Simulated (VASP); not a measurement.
# Ti2O (P-3m1) in VASP: relaxation of cell and atoms with PBEsol

Aim: the relaxation of cell and atoms of Ti2O with PBEsol.

Program: VASP 6.6.1. These are calculated values, not measurements. Logs are shortened: lines on timing, memory, paths and dates and some standing lists are left out, and cuts for length are marked.

## (1) The cell of the first run

It takes space group P-3m1 (No. 164, trigonal). The conventional cell has a = 2.981 Å, b = 2.981 Å, c = 4.769 Å, α = 90.00°, β = 90.00°, γ = 120.00°. Within 3.1 Å of Ti (site symmetry 3m) lie 3 O at 2.13 Å and 12 Ti at 2.84 to 3.04 Å. Within 2.8 Å of O (site symmetry -3m) lie 6 Ti at 2.13 Å.

## (2) Relaxation of cell and atoms, PBEsol, target pressure -3 GPa, at which the enthalpy is minimised

INCAR reads:

```
ALGO     = Normal         # electronic algorithm
EDIFF    = 1E-6           # SCF threshold, eV
EDIFFG   = -0.008         # ionic threshold
ENCUT    = 600            # plane-wave cutoff, eV
GGA      = PS             # functional
IBRION   = 2              # ionic algorithm
ISIF     = 3              # what is computed and relaxed
ISMEAR   = 0              # smearing method
LASPH    = T              # aspherical terms in the spheres
LCHARG   = F              # write CHGCAR
LREAL    = F              # projectors in reciprocal space
LWAVE    = F              # write WAVECAR
NELM     = 80             # most SCF steps
NSW      = 70             # ionic steps
PREC     = Accurate       # precision mode
PSTRESS  = -30.0        
SIGMA    = 0.1            # smearing width, eV
```

KPOINTS reads:

```
k-points
0
Gamma
  18 18 10
```

POSCAR reads:

```
Ti2O
1.0
    2.9807604304      0.0000000000      0.0000000000
   -1.4903802152      2.5814142553      0.0000000000
    0.0000000000      0.0000000000      4.7685478785
Ti O
2 1
Direct
    0.6666666667      0.3333333333      0.2627063609
    0.3333333333      0.6666666667      0.7372936391
    0.0000000000      0.0000000000      0.0000000000
```

Potentials or basis: VASP PAW PBE potentials, release 64 (Ti_sv, O).

On the command line:

```sh
cat potpaw_PBE.64/Ti_sv/POTCAR potpaw_PBE.64/O/POTCAR > POTCAR
mpirun -np 1 vasp_std > vasp.out
```

OUTCAR:

```text
EDIFF = 1E-6
   EDIFFG = -0.008
   ENCUT = 600
   GGA = PS
   IBRION = 2
   ISIF = 3
   ISMEAR = 0
   LASPH = T
   LREAL = F
   NELM = 80
   NSW = 70
   PREC = Accurate
   PSTRESS = -30.0

 ion  position               nearest neighbor table
   1  0.667  0.333  0.263-   3 2.13   3 2.13   3 2.13   2 2.84   2 2.84   2 2.84
   2  0.333  0.667  0.737-   3 2.13   3 2.13   3 2.13   1 2.84   1 2.84   1 2.84
   3  0.000  0.000  0.000-   1 2.13   2 2.13   2 2.13   1 2.13   1 2.13   2 2.13

  LATTYP: Found a hexagonal cell.
 ALAT       =     2.9807604304
 C/A-ratio  =     1.5997756243

  Lattice vectors:

 A1 = (   2.9807604304,   0.0000000000,   0.0000000000)
 A2 = (  -1.4903802152,   2.5814142553,   0.0000000000)
 A3 = (   0.0000000000,   0.0000000000,   4.7685478785)

Analysis of symmetry for initial positions (statically):
=====================================================================
 Subroutine PRICEL returns:
 Original cell was already a primitive cell.

 Routine SETGRP: Setting up the symmetry group for a
 hexagonal supercell.

 Subroutine GETGRP returns: Found 12 space group operations
 (whereof 12 operations were pure point group operations)
 out of a pool of 24 trial point group operations.

The static configuration has the point symmetry D_3d.

Analysis of symmetry for dynamics (positions and initial velocities):
=====================================================================
 Subroutine PRICEL returns:
 Original cell was already a primitive cell.

 Routine SETGRP: Setting up the symmetry group for a
 hexagonal supercell.

 Subroutine GETGRP returns: Found 12 space group operations
 (whereof 12 operations were pure point group operations)
 out of a pool of 24 trial point group operations.

The dynamic configuration has the point symmetry D_3d.

 Subroutine INISYM returns: Found 12 space group operations
 (whereof 12 operations are pure point group operations),
 and found     1 'primitive' translations

----------------------------------------------------------------------------------------

                                     Primitive cell

  volume of cell :      36.6920

  direct lattice vectors                    reciprocal lattice vectors
     2.980760430  0.000000000  0.000000000     0.335484861  0.193692275  0.000000000
    -1.490380215  2.581414255  0.000000000     0.000000000  0.387384550  0.000000000
     0.000000000  0.000000000  4.768547878     0.000000000  0.000000000  0.209707447
[... 92 lines left out ...]
   ISIF   =      3    stress and relaxation
   ISYM   =      2    0-nonsym 1-usesym 2-fastsym
   POTIM  = 0.5000    time-step for ionic-motion
   TEBEG  =    0.0;   TEEND  =   0.0 temperature during run
   PSTRESS=  -30.0 pullay stress
   NELECT =      30.0000    total number of electrons
   NUPDOWN=      -1.0000    fix difference up-down
   EMIN   =  10.00;   EMAX   =-10.00  energy-range for DOS
   EFERMI =   0.00;   METHOD = LEGACY
   ISMEAR =     0;   SIGMA  =   0.10  broadening in eV -4-tet -1-fermi 0-gaus
   EFERMI_NEDOS =   21; number of points for ismear=-14 and -15
   IALGO  =     38    algorithm
   IMIX   =      4    mixing-type and parameters
     AMIX     =   0.40;   BMIX     =  1.00
     AMIX_MAG =   1.60;   BMIX_MAG =  1.00
  volume/ion in A,a.u.               =      12.23        82.54
  Fermi-wavevector in a.u.,A,eV,Ry     =   1.530823  2.892836 31.884146  2.343419
  Thomas-Fermi vector in A             =   2.638253
   LORBIT       =      0    0 simple, 1 ext, 2 COOP (PROOUT), +10 PAW based schemes
   GGA     = PS    functional components
   LHFCALC =     F    Hartree Fock is set to
   AEXX    =    0.0000 exact exchange contribution
   IVDW    =     0    specifies the selected vdW correction
   LEPSILON=     F    determine dielectric tensor
   LRPA    =     F    only Hartree local field effects (RPA)
 conjugate gradient relaxation of ions
 non-spin polarized calculation
 Gauss-broadening in eV      SIGMA  =   0.10
  energy-cutoff  :      600.00
  volume of cell :       36.69
 maximum number of plane-waves:      1254
   NGX = 11   NGY = 11   NGZ = 19

--------------------------------------- Ionic step        1  -------------------------------------------

 number of electron      30.0000012 magnetization

 Free energy of the ion-electron system (eV)
  ---------------------------------------------------
  ext. energy  EPLUGINS =         0.00000000
  ---------------------------------------------------
  free energy    TOTEN  =       -27.60103968 eV

  energy without entropy =      -27.59566353  energy(sigma->0) =      -27.59835160

------------------------ aborting loop because EDIFF is reached ----------------------------------------

  FORCE on cell =-STRESS in cart. coord.  units (eV):
  Direction    XX          YY          ZZ          XY          YZ          ZX
  --------------------------------------------------------------------------------------
  -------------------------------------------------------------------------------------
  Total       -1.1636800     -1.1636800     -1.1662911      0.0000000     -0.0000000     -0.0000000
  in kB      -50.8128110    -50.8128110    -50.9268253      0.0000000     -0.0000000     -0.0000000
  external PRESSURE =     -20.8508158 kB  Pullay stress =     -30.0000000 kB
[... 104 lines left out ...]
--------------------------------------- Ionic step        4  -------------------------------------------

 number of electron      30.0000009 magnetization

 Free energy of the ion-electron system (eV)
  ---------------------------------------------------
  ext. energy  EPLUGINS =         0.00000000
  ---------------------------------------------------
  free energy    TOTEN  =       -27.61126404 eV

  energy without entropy =      -27.60595885  energy(sigma->0) =      -27.60861144

 E-fermi :   9.8088     XC(G=0): -12.4867

 val. band max:        9.7973445137   @ k =   0.0000   0.0000   0.0000
 cond. band min:       9.8105714942   @ k =   0.0000   0.0556   0.4000
 fundamental gap:      0.0132269805
 Fermi energy:         9.8087890892

 k-point     1 :       0.0000    0.0000    0.0000
  band No.  band energies     occupation
      1     -47.1782      2.00000
      2     -47.0497      2.00000
      3     -23.9366      2.00000
      4     -23.2890      2.00000
      5     -23.2890      2.00000
      6     -23.2039      2.00000
[... 505 lines left out ...]
      6     -23.4652      2.00000
[... 11 lines left out ...]
     18      12.2196      0.00000
     19      12.4783      0.00000

 [... further k-points ...]

------------------------ aborting loop because EDIFF is reached ----------------------------------------

  FORCE on cell =-STRESS in cart. coord.  units (eV):
  Direction    XX          YY          ZZ          XY          YZ          ZX
  --------------------------------------------------------------------------------------
  -------------------------------------------------------------------------------------
  Total       -0.6802530     -0.6802530     -0.6944888      0.0000000     -0.0000000      0.0000000
  in kB      -30.0295058    -30.0295058    -30.6579402      0.0000000     -0.0000000      0.0000000
  external PRESSURE =      -0.2389839 kB  Pullay stress =     -30.0000000 kB
[... 22 lines left out ...]
  energy  without entropy=      -27.6059588502  energy(sigma->0) =      -27.60861144

  enthalpy is  TOTEN    =       -28.2908486012 eV   P V=       -0.6795845638

 reached required accuracy - stopping structural energy minimisation
```

Wall time 3.7 min (1 thread of Intel Xeon 6975P-C (Granite Rapids), shared host); peak memory 0.37 GiB.

What came out:

```
Free energy                                                : -27.6113 eV
Relaxed volume                                             : 12.10 Å³/atom
Relaxed cell                                               : a = 2.970 Å, b = 2.970 Å, c = 4.751 Å, α = 90.00°, β = 90.00°, γ = 120.00°
Space group after relaxing (to 0.1 Å)                      : P-3m1 (No. 164)
Energy change on relaxing (the run minimises the enthalpy) : -3.4 meV/atom
Ionic steps                                                : 4
Pressure after relaxing                                    : -3.0 GPa
Largest force after relaxing                               : 0.008 eV/Å
Band gap on the k mesh                                     : zero (bands 15 and 16 overlap by 0.80 eV)
```

Forces on the atoms (eV/Å):
```
Ti   0.000  0.000  0.008
Ti   0.000  0.000 -0.008
O    0.000  0.000  0.000
```

Step by step:
```tsv
step	energy change (eV)	largest force (eV/Å)	pressure (GPa)	volume (Å³)
1	0.0000	0.0310	-5.09	36.69
2	-0.0154	0.0543	-0.74	35.85
3	-0.0105	0.0095	-2.92	36.28
4	-0.0102	0.0078	-3.02	36.29
```

Final structure:
```
CELL_PARAMETERS angstrom
2.96996 0.00000 0.00000
-1.48498 2.57206 0.00000
0.00000 0.00000 4.75117
ATOMIC_POSITIONS crystal
Ti 0.66667 0.33333 0.26256
Ti 0.33333 0.66667 0.73744
O 0.00000 0.00000 0.00000
```

Caveat: the cell is relaxed towards a set pressure, so the run minimises the enthalpy, not the energy; the PAW data sets were made with another functional, which shifts forces and pressure a little.
